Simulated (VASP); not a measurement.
# TiTe2 (P6/mmm) in VASP: a series of runs, part 2 of 2

VASP 6.6.1. Earlier steps stand in the parts before.

## 3. Relaxation of cell and atoms, PBE

Contents of INCAR:

```
ALGO = Normal ; EDIFF = 1E-6
EDIFFG = -0.01 ; ENCUT = 600
GGA = PE ; IBRION = 2
ISIF = 3 ; ISMEAR = 0
LASPH = True ; LCHARG = False
LREAL = False ; LWAVE = False
NELM = 100 ; NSW = 100
PREC = Accurate ; SIGMA = 0.1
```

Contents of KPOINTS:

```
k-points
0
Gamma
  12 12 14
```

Contents of POSCAR:

```
TiTe2
1.0
    5.2946559003      0.0000000000      0.0000000000
   -2.6473279501      4.5853065139      0.0000000000
    0.0000000000      0.0000000000      3.1191416102
Ti Te
1 2
Direct
    0.0000000000      0.0000000000      0.0000000000
    0.3333333333      0.6666666667      0.5000000000
    0.6666666667      0.3333333333      0.5000000000
```

Potentials or basis: VASP PAW PBE potentials, release 64 (Ti_sv, Te).

Command:

```bash
$ cat potpaw_PBE.64/Ti_sv/POTCAR potpaw_PBE.64/Te/POTCAR > POTCAR
$ mpirun -np 1 vasp_std > vasp.out
```

OUTCAR:

```text
EDIFF = 1E-6
   EDIFFG = -0.01
   ENCUT = 600
   GGA = PE
   IBRION = 2
   ISIF = 3
   ISMEAR = 0
   LASPH = True
   LREAL = False
   NELM = 100
   NSW = 100
   PREC = Accurate

 ion  position               nearest neighbor table
   1  0.000  0.000  0.000-
   2  0.333  0.667  0.500-   3 3.06   3 3.06   3 3.06
   3  0.667  0.333  0.500-   2 3.06   2 3.06   2 3.06

  LATTYP: Found a hexagonal cell.
 ALAT       =     5.2946559003
 C/A-ratio  =     0.5891112981

  Lattice vectors:

 A1 = (   5.2946559003,   0.0000000000,   0.0000000000)
 A2 = (  -2.6473279501,   4.5853065139,   0.0000000000)
 A3 = (   0.0000000000,   0.0000000000,   3.1191416102)

Analysis of symmetry for initial positions (statically):
=====================================================================
 Subroutine PRICEL returns:
 Original cell was already a primitive cell.

 Routine SETGRP: Setting up the symmetry group for a
 hexagonal supercell.

 Subroutine GETGRP returns: Found 24 space group operations
 (whereof 24 operations were pure point group operations)
 out of a pool of 24 trial point group operations.

The static configuration has the point symmetry D_6h.

[... 170 lines left out ...]
  -------------------------------------------------------------------------------------
  Total        0.5430192      0.5430192     -1.2376149      0.0000000      0.0000000      0.0000000
  in kB       11.4890611     11.4890611    -26.1851399      0.0000000      0.0000000      0.0000000
  external PRESSURE =      -1.0690059 kB  Pullay stress =       0.0000000 kB
[... 172 lines left out ...]
--------------------------------------- Ionic step        6  -------------------------------------------

 number of electron      23.9999997 magnetization

 Free energy of the ion-electron system (eV)
  ---------------------------------------------------
  ext. energy  EPLUGINS =         0.00000000
  ---------------------------------------------------
  free energy    TOTEN  =       -12.89665873 eV

  energy without entropy =      -12.87879364  energy(sigma->0) =      -12.88772619

 E-fermi :   8.6470     XC(G=0): -10.3072

 val. band max:        8.6423649205   @ k =   0.3333   0.0833   0.5000
 cond. band min:       8.6477903602   @ k =   0.2500   0.1667   0.3571
 fundamental gap:      0.0054254397
 Fermi energy:         8.6469757653

 k-point     1 :       0.0000    0.0000    0.0000
  band No.  band energies     occupation
      1     -49.1730      2.00000
      2     -25.5162      2.00000
      3     -25.5162      2.00000
      4     -25.1379      2.00000
      5      -5.8191      2.00000
      6      -2.4178      2.00000
[... 433 lines left out ...]
      3     -25.5153      2.00000
      4     -25.1480      2.00000
      5      -5.2173      2.00000
      6      -3.4311      2.00000
[... 8 lines left out ...]
     15      10.1281      0.00000
     16      10.2986      0.00000

 [... further k-points ...]

------------------------ aborting loop because EDIFF is reached ----------------------------------------

  FORCE on cell =-STRESS in cart. coord.  units (eV):
  Direction    XX          YY          ZZ          XY          YZ          ZX
  --------------------------------------------------------------------------------------
  -------------------------------------------------------------------------------------
  Total        0.0081114      0.0081114     -0.0219532      0.0000000     -0.0000000      0.0000000
  in kB        0.1714713      0.1714713     -0.4640806      0.0000000     -0.0000000      0.0000000
  external PRESSURE =      -0.0403794 kB  Pullay stress =       0.0000000 kB
[... 18 lines left out ...]
  FREE ENERGIE OF THE ION-ELECTRON SYSTEM (eV)
  ---------------------------------------------------
  free  energy   TOTEN  =       -12.8966587291 eV

  energy  without entropy=      -12.8787936432  energy(sigma->0) =      -12.88772619

 reached required accuracy - stopping structural energy minimisation
```

OSZICAR:

```text
N       E                     dE             d eps       ncg     rms          rms(c)
DAV:   1     0.184311183785E+03    0.18431E+03   -0.11967E+04  4864   0.157E+03
DAV:   2     0.468744829188E+01   -0.17962E+03   -0.17834E+03  5176   0.360E+02
[... 53 lines left out ...]
DAV:   2    -0.128971664826E+02   -0.21710E-03   -0.95759E-03  6952   0.573E-01    0.157E-01
DAV:   3    -0.128966685556E+02    0.49793E-03   -0.46116E-03  6584   0.314E-01    0.363E-02
DAV:   4    -0.128966528919E+02    0.15664E-04   -0.12240E-04  6752   0.876E-02    0.118E-02
DAV:   5    -0.128966549685E+02   -0.20766E-05   -0.13519E-05  7072   0.171E-02    0.165E-02
DAV:   6    -0.128966562480E+02   -0.12795E-05   -0.91915E-07  3888   0.535E-03    0.108E-02
DAV:   7    -0.128966587460E+02   -0.24981E-05   -0.49380E-06  7144   0.926E-03    0.162E-03
DAV:   8    -0.128966587291E+02    0.16944E-07   -0.17345E-07  2560   0.294E-03
   6 F= -.12896659E+02 E0= -.12887726E+02  d E =-.141407E-03
```

Run time: 16 min. Hardware: 1 thread of Intel Xeon 8259CL, shared host; peak memory 0.41 GiB.

What came out:

* Free energy: -12.8967 eV
* Relaxed volume: 25.26 Å³/atom
* Relaxed cell: a = 5.340 Å, b = 5.340 Å, c = 3.069 Å, α = 90.00°, β = 90.00°, γ = 120.00°
* Space group after relaxing (to 0.1 Å): P6/mmm (No. 191)
* Energy gained by relaxing: 5.4 meV/atom
* Ionic steps: 6
* Pressure after relaxing: 0.0 GPa
* Band gap on the k mesh: zero (bands 12 and 13 overlap by 1.24 eV)

Step by step:
```csv
step,energy change (eV),largest force (eV/Å),pressure (GPa),volume (Å³)
1,0.0000,0.0000,-0.11,75.73
2,-0.0156,0.0000,0.27,75.52
3,-0.0161,0.0000,0.19,75.55
4,-0.0161,0.0000,0.19,75.55
5,-0.0162,0.0000,-0.06,75.87
6,-0.0162,0.0000,0.00,75.79
```

Final structure:
```
Ti Te
1.0
     5.34039    0.00000    0.00000
    -2.67020    4.62492    0.00000
     0.00000    0.00000    3.06858
Ti Te
1 2
Direct
  0.00000 0.00000 0.00000
  0.33333 0.66667 0.50000
  0.66667 0.33333 0.50000
```

Caveat: spin-orbit coupling is left out, which moves the levels of the heavy elements.
